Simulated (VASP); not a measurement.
Set up this calculation in VASP 6.6.1, as the native input.

```
Task                   : relaxation of cell and atoms
Functional             : PBE
Potentials or basis    : VASP PAW PBE potentials, release 64 (C)
Cutoff                 : 800 eV
k mesh                 : 13 × 13 × 13
Occupations            : fermi-dirac, width 0.05 eV
Spin                   : no spin polarisation
Dipole correction      : no
Second try             : not_converged
Further INCAR settings : ALGO = All; EDIFF = 1e-07; IBRION = 2; EDIFFG = -0.01; NSW = 60; ISIF = 3
```

The structure of C lies in POSCAR:

```
C
1.0
    1.2280263500      0.7090013400      3.3470108400
   -1.2280263500      0.7090013400      3.3470108400
    0.0000000000     -1.4180026800      3.3470108400
C
2
Direct
    0.1612394700      0.1359739000      0.2313502200
    0.8387605300      0.8640261000      0.7686497800
```

The input as run:

INCAR

```
  ALGO = All
  EDIFF = 1E-7
  EDIFFG = -0.01
  ENCUT = 800
  GGA = PE
  GGA_COMPAT = False
  IBRION = 2
  ISEARCH = 1
  ISIF = 3
  ISMEAR = -1
  KPAR = 4
  LASPH = True
  LCHARG = False
  LREAL = False
  LWAVE = False
  NELM = 300
  NELMIN = 4
  NSW = 60
  PREC = Accurate
  SIGMA = 0.05
```

KPOINTS

```
k-points
0
Gamma
  13 13 13
```

Potentials or basis: VASP PAW PBE potentials, release 64 (C).

The run is started by

```bash
$ cat potpaw_PBE.64/C/POTCAR > POTCAR
$ mpirun -np 4 vasp_std > vasp.out
```

Results of the run:

```
Relaxed volume                        : 10.41 Å³/atom
Relaxed cell                          : a = 4.219 Å, b = 4.233 Å, c = 4.161 Å, α = 34.16°, β = 34.22°, γ = 33.93°
Space group after relaxing (to 0.1 Å) : C2/m (No. 12)
Energy gained by relaxing             : 1025.8 meV/atom
Ionic steps                           : 54
Pressure after relaxing               : 0.1 GPa
Largest force after relaxing          : 0.009 eV/Å
```

Caveat: the volume moved by over 15 % at a fixed basis, so the end points are rough; this functional lacks dispersion, which binds layers or chains, so the pressure and a relaxed spacing across them are unreliable.

Run time: 35 min on 4 MPI ranks on Intel(R) Xeon(R) Platinum 8488C (Sapphire Rapids), with other jobs on the host, peak memory 0.79 GiB a rank.
